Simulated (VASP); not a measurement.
Set up this calculation in VASP 6.6.1, as the native input.

```
Task                   : single point
Functional             : PBE
Potentials or basis    : VASP PAW PBE potentials, release 64 (W_sv, C)
Cutoff                 : 600 eV
k mesh                 : 4 × 4 × 6
Occupations            : gaussian, width 0.2 eV
Spin                   : no spin polarisation
Dipole correction      : no
Further INCAR settings : ALGO = Normal; EDIFF = 1e-06; NBANDS = 26
```

The structure of WC lies in POSCAR:

```
WC
1.0
    4.0868799438      0.0000000000      0.0000000000
    0.0000000000      4.0868799438      0.0000000000
    0.0000000000      0.0000000000      3.1141751359
W C
2 2
Direct
    0.5000000000      0.5000000000      0.0000000000
    0.0000000000      0.0000000000      0.0000000000
    0.5000000000      0.0000000000      0.8773395324
    0.0000000000      0.5000000000      0.1226604676
```

The cell was built from a structure type or drawn by symmetry, and may not be a known phase.

These files were run (other wordings do the same):

INCAR

```
ALGO = Normal ; EDIFF = 1E-6
ENCUT = 600 ; GGA = PE
GGA_COMPAT = F ; ISIF = 2
ISMEAR = 0 ; LASPH = T
LCHARG = T ; LELF = T
LREAL = F ; LVHAR = T
LWAVE = F ; NBANDS = 26
NELM = 120 ; PREC = Accurate
SIGMA = 0.2
```

KPOINTS

```
k-points
0
Gamma
  4 4 6
```

Potentials or basis: VASP PAW PBE potentials, release 64 (W_sv, C).

Run with:

```console
$ cat potpaw_PBE.64/W_sv/POTCAR potpaw_PBE.64/C/POTCAR > POTCAR
$ mpirun -np 1 vasp_std > vasp.out
```

It gave:

- Pressure: 0.0 GPa
- Largest force: 0.013 eV/Å
- Band gap on the k mesh: zero (bands 18 and 19 overlap by 2.07 eV)

Caveat: the k points lie up to 0.38 Å⁻¹ apart, too coarse for converged energies and pressures of a metal; spin-orbit coupling is left out, which moves the levels of the heavy elements.

Run time: 39 s on 1 thread of Intel(R) Xeon(R) Platinum 8488C (Sapphire Rapids), with other jobs on the host, peak memory 0.19 GiB.
